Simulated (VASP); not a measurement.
Wanted: the native input for a VASP 6.6.1 run.

| Item | Value |
| --- | --- |
| Task | single point |
| Functional | r2SCAN |
| Potentials or basis | VASP PAW PBE potentials, release 64 (C_h) |
| Cutoff | 1430 eV |
| k mesh | 12 × 12 × 12 |
| Occupations | gaussian, width 0.02 eV |
| Spin | no spin polarisation |
| Dipole correction | no |
| Further INCAR settings | ALGO = Normal; EDIFF = 1e-06; NBANDS = 11 |

Crystal: C.

```xyz
2
Lattice="0.0000 1.7801 1.7801 1.7801 0.0000 1.7801 1.7801 1.7801 0.0000" Properties=species:S:1:pos:R:3 pbc="T T T"
C     0.0000    0.0000    0.0000
C     0.8900    0.8900    0.8900
```

One way to write it, as run:

POSCAR

```
C
1.0
    0.0000000000      1.7800947488      1.7800947488
    1.7800947488      0.0000000000      1.7800947488
    1.7800947488      1.7800947488      0.0000000000
C
2
Direct
    0.0000000000      0.0000000000      0.0000000000
    0.2500000000      0.2500000000      0.2500000000
```

INCAR.step1

```
ALGO = Normal
EDIFF = 1E-5
ENCUT = 1430
GGA = PE
GGA_COMPAT = False
ISMEAR = 0
LASPH = True
LCHARG = False
LREAL = False
LWAVE = True
NBANDS = 11
NELM = 120
PREC = Accurate
SIGMA = 0.02
```

INCAR.step2

```
ALGO = Normal
EDIFF = 1E-6
ENCUT = 1430
GGA_COMPAT = False
ISIF = 2
ISMEAR = 0
ISTART = 1
LASPH = True
LCHARG = False
LMIXTAU = True
LREAL = False
LWAVE = False
METAGGA = R2SCAN
NBANDS = 11
NELM = 120
PREC = Accurate
SIGMA = 0.02
```

KPOINTS

```
k-points
0
Gamma
  12 12 12
```

Potentials or basis: VASP PAW PBE potentials, release 64 (C_h).

Launch:

```sh
$ cat potpaw_PBE.64/C_h/POTCAR > POTCAR
$ cp INCAR.step1 INCAR
$ mpirun -np 1 vasp_std > vasp.out
$ cp INCAR.step2 INCAR
$ mpirun -np 1 vasp_std > vasp.out
```

It gave:

The pressure is -0.6 GPa and the band gap on the k mesh is 4.39 eV (least direct gap 5.89 eV).

Caveat: the PAW data sets were made with another functional, which shifts forces and pressure a little.

Wall time 74 s on 1 thread of Intel(R) Xeon(R) Platinum 8259CL CPU @ 2.50GHz (Skylake/Cascade Lake), with other jobs on the host, peak memory 0.19 GiB.
